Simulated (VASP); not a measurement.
Rh, 1 atom in the cell. It takes space group Fm-3m (No. 225, cubic). The conventional cell has a = 3.796 Å, b = 3.796 Å, c = 3.796 Å, α = 90.00°, β = 90.00°, γ = 90.00°. Rh (site symmetry m-3m) has 12 Rh at 2.68 Å within 3.5 Å. 

- Program: VASP 6.6.1
- Task: single point
- Functional: r2SCANh
- Potentials or basis: VASP PAW PBE potentials, release 64 (Rh_sv_GW)
- Cutoff: 510 eV
- k mesh: 6 × 6 × 6
- Occupations: fermi-dirac, width 0.05 eV
- Spin: no spin polarisation
- Dipole correction: no
- Grid for exact exchange (PRECFOCK): Normal
- Further INCAR settings: ALGO = Normal; EDIFF = 1e-06; NBANDS = 14
- Share of exact exchange: 0.1

Potentials or basis: VASP PAW PBE potentials, release 64 (Rh_sv_GW).

Run with:

```console
$ cat potpaw_PBE.64/Rh_sv_GW/POTCAR > POTCAR
$ cp INCAR.step1 INCAR
$ mpirun -np 1 vasp_std > vasp.out
$ cp INCAR.step2 INCAR
$ mpirun -np 1 vasp_std > vasp.out
```

Hardware: 1 thread of Intel(R) Xeon(R) 6975P-C (Granite Rapids), with other jobs on the host.

Problem. Estimate the wall time of this run.

Solution. Wall time 6.8 min on 1 thread of Intel(R) Xeon(R) 6975P-C (Granite Rapids), with other jobs on the host, peak memory 0.14 GiB. Counts: k points 16.
